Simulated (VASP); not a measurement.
Set up this calculation in VASP 6.6.1, as the native input.

| Item | Value |
| --- | --- |
| Task | single point |
| Functional | LDA |
| Potentials or basis | VASP PAW LDA potentials, release 64 (Sn_d) |
| Cutoff | 520 eV |
| k mesh | 18 × 18 × 10 |
| Occupations | fermi-dirac, width 0.1 eV |
| Spin | no spin polarisation |
| Dipole correction | no |
| Further INCAR settings | ALGO = Normal; EDIFF = 1e-07; NBANDS = 21 |

The structure of Sn lies in POSCAR:

```
Sn
1.0
    3.2864412422      0.0000000000      0.0000000000
   -1.6432206211      2.8461416038      0.0000000000
    0.0000000000      0.0000000000      5.4682625529
Sn
2
Direct
    0.3333333333      0.6666666667      0.2500000000
    0.6666666667      0.3333333333      0.7500000000
```

This isn't the form of Sn at room conditions, which is tetragonal (white tin).

The input as run:

INCAR

```
PREC = Accurate
ENCUT = 520
EDIFF = 1E-7
ISMEAR = -1
SIGMA = 0.1
LREAL = False
LASPH = True
NELM = 60
ALGO = Normal
ISIF = 2
LWAVE = False
LCHARG = True
GGA = CA
LELF = True
LVHAR = True
NBANDS = 21
```

KPOINTS

```
Automatic mesh
0
Gamma
  18 18 10
```

Potentials or basis: VASP PAW LDA potentials, release 64 (Sn_d).

Command:

```sh
$ cat potpaw_LDA.64/Sn_d/POTCAR > POTCAR
$ mpirun -np 1 vasp_std > vasp.out
```

Results of the run:

```json
{
  "Pressure": "0.1 GPa",
  "Band gap on the k mesh": "zero (bands 14 and 15 overlap by 8.82 eV)"
}
```

Caveat: spin-orbit coupling is left out, which moves the levels of the heavy elements.

Run time: 3 min on 1 thread of Intel Xeon 8259CL (shared host), peak memory 0.29 GiB.
